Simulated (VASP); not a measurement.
Here is a VASP 6.6.1 calculation.

Contents of POSCAR:

```
NaI3
1.0
    7.1652670000      0.0000000000      0.0000000000
   -3.5826330000      6.2053060000      0.0000000000
    0.0000000000      0.0000000000      6.5317740000
I Na
6 2
Direct
    0.3170500000      0.0000000000      0.2500000000
    0.3170500000      0.3170500000      0.7500000000
    0.0000000000      0.3170500000      0.2500000000
    0.6829500000      0.0000000000      0.7500000000
    0.6829500000      0.6829500000      0.2500000000
    0.0000000000      0.6829500000      0.7500000000
    0.0000000000      0.0000000000      0.0000000000
    0.0000000000      0.0000000000      0.5000000000
```

File INCAR.step1:

```
SYSTEM = NaI3
PREC     = Accurate       ! precision mode
ENCUT    = 520            ! plane-wave cutoff, eV
ISMEAR   = -1             ! smearing method
SIGMA    = 0.0106         ! smearing width, eV
LREAL    = .FALSE.        ! projectors in reciprocal space
LASPH    = .TRUE.         ! aspherical terms in the spheres
NELM     = 100            ! most SCF steps
NBANDS   = 38             ! bands
GGA      = PE             ! functional
ALGO     = Normal         ! electronic algorithm
EDIFF    = 1E-4           ! SCF threshold, eV
LWAVE    = .TRUE.         ! write WAVECAR
LCHARG   = .FALSE.        ! write CHGCAR
```

INCAR.step2

```
SYSTEM = NaI3
PREC     = Accurate       ! precision mode
ENCUT    = 520            ! plane-wave cutoff, eV
EDIFF    = 1E-6           ! SCF threshold, eV
ISMEAR   = -1             ! smearing method
SIGMA    = 0.0106         ! smearing width, eV
LREAL    = .FALSE.        ! projectors in reciprocal space
LASPH    = .TRUE.         ! aspherical terms in the spheres
NELM     = 100            ! most SCF steps
ALGO     = Normal         ! electronic algorithm
ISIF     = 2              ! what is computed and relaxed
LWAVE    = .FALSE.        ! write WAVECAR
LCHARG   = .TRUE.         ! write CHGCAR
METAGGA  = R2SCAN         ! meta-GGA
LMIXTAU  = .TRUE.       
LELF     = .TRUE.         ! ELF
LVHAR    = .TRUE.       
NBANDS   = 38             ! bands
ISTART   = 1
```

Contents of KPOINTS:

```
Automatic mesh
0
G
  3 3 3
  0 0 0
```

Potentials or basis: VASP PAW PBE potentials, release 64 (I, Na_pv).

Run with:

```sh
$ cat potpaw_PBE.64/I/POTCAR potpaw_PBE.64/Na_pv/POTCAR > POTCAR
$ cp INCAR.step1 INCAR
$ mpirun -np 1 vasp_std > vasp.out
$ cp INCAR.step2 INCAR
$ mpirun -np 1 vasp_std > vasp.out
```

(1) What does it give for the pressure?

(2) Estimate the band gap on the k mesh.

(3) Predict the largest force.

Answers

(1) 3.7 GPa.

(2) zero (band 28 reaches 1.86 eV, above the bottom of band 29 at 1.47 eV).

(3) 1.328 eV/Å.

Caveat: the PAW data sets were made with another functional, which shifts forces and pressure a little; spin-orbit coupling is left out, which moves the levels of the heavy elements.
